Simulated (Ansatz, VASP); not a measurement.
## CF4 in VASP and in Ansatz

```
C F
1.0
     8.68543    0.00000    0.00000
     0.00000    8.68543    0.00000
     0.00000    0.00000    8.68543
C F
8 32
Direct
  0.31221 0.08291 0.88816
  0.61305 0.58174 0.10198
  0.85761 0.92890 0.73098
  0.36140 0.59186 0.61882
  0.86481 0.42450 0.62765
  0.11077 0.64571 0.17751
  0.37440 0.08258 0.39720
  0.80267 0.12261 0.20779
  0.22041 0.05809 0.00999
  0.23605 0.16606 0.78278
  0.43760 0.15949 0.93275
  0.35380 0.94706 0.82722
  0.73559 0.52966 0.02336
  0.65051 0.59636 0.25126
  0.57003 0.71904 0.04624
  0.49707 0.48191 0.08684
  0.71046 0.94490 0.68815
  0.86866 0.81787 0.83732
  0.94355 0.89136 0.60875
  0.90825 0.06161 0.79037
  0.48249 0.68721 0.62012
  0.37967 0.48672 0.50793
  0.35027 0.52118 0.75528
  0.23289 0.67255 0.59179
  0.96195 0.44618 0.74522
  0.72954 0.37265 0.68118
  0.84338 0.55767 0.55381
  0.92440 0.32081 0.52992
  0.24762 0.70891 0.21110
  0.99830 0.73410 0.23577
  0.09463 0.63582 0.02461
  0.10295 0.50481 0.23889
  0.46010 0.13067 0.51595
  0.24082 0.02696 0.44924
  0.34779 0.20089 0.30205
  0.44990 0.97134 0.32117
  0.82986 0.02789 0.32564
  0.93559 0.17968 0.15580
  0.73187 0.04526 0.09516
  0.71213 0.23827 0.25466
```

Alike in both runs: functional PBE; dispersion D3(BJ); k mesh 1 × 1 × 1; occupations fermi-dirac, width 0.02 eV; no spin polarisation.

Ansatz relaxed the structure, and its values are those at the end. VASP's run is a single point on that final structure, the one shown.

```csv
,VASP,Ansatz
version,VASP 6.6.1,Ansatz 0.2.0
potentials or method,"VASP PAW PBE potentials, release 64 (C, F), cutoff 520 eV","scalar-relativistic, plane waves, PAW"
valence electrons in the cell,256,256
```

|  | VASP | Ansatz | Ansatz less VASP |
| --- | --- | --- | --- |
| gap on the k mesh at the Fermi level (eV) | 8.92 | 8.93 | +0.009 |
| rms of the force components (eV/Å) | 0.167 | 0.081 | -0.0858 |

One of these differences is far larger than is usual between the two programs; its cause wasn't traced. Ansatz's warnings: xc potential rough in thin density.
